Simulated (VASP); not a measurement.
A run of VASP 6.6.1 is set up as follows.

File INCAR:

```
SYSTEM = Nb
PREC = Accurate ; ENCUT = 520
EDIFF = 1E-7 ; ISMEAR = 0
SIGMA = 0.1 ; LREAL = .False.
LASPH = .True. ; NELM = 100
ALGO = Normal ; ISIF = 2
LWAVE = .False. ; LCHARG = .False.
GGA = PE ; NBANDS = 12
```

File KPOINTS:

```
regular mesh
0
Gamma
  10 10 20
  0 0 0
```

Contents of POSCAR:

```
Nb
1.0
    3.3111160012      0.0000000000      0.0000000000
    0.0000000000      3.3111160012      0.0000000000
    1.6555580006     -1.6555580006      1.6555580006
Nb
1
Direct
    0.0000000000      0.0000000000      0.0000000000
```

Potentials or basis: VASP PAW PBE potentials, release 64 (Nb_sv).

Command:

```console
$ cat potpaw_PBE.64/Nb_sv/POTCAR > POTCAR
$ mpirun -np 1 vasp_std > vasp.out
```

(1) What does it give for the pressure?

Results:

(1) -0.5 GPa.
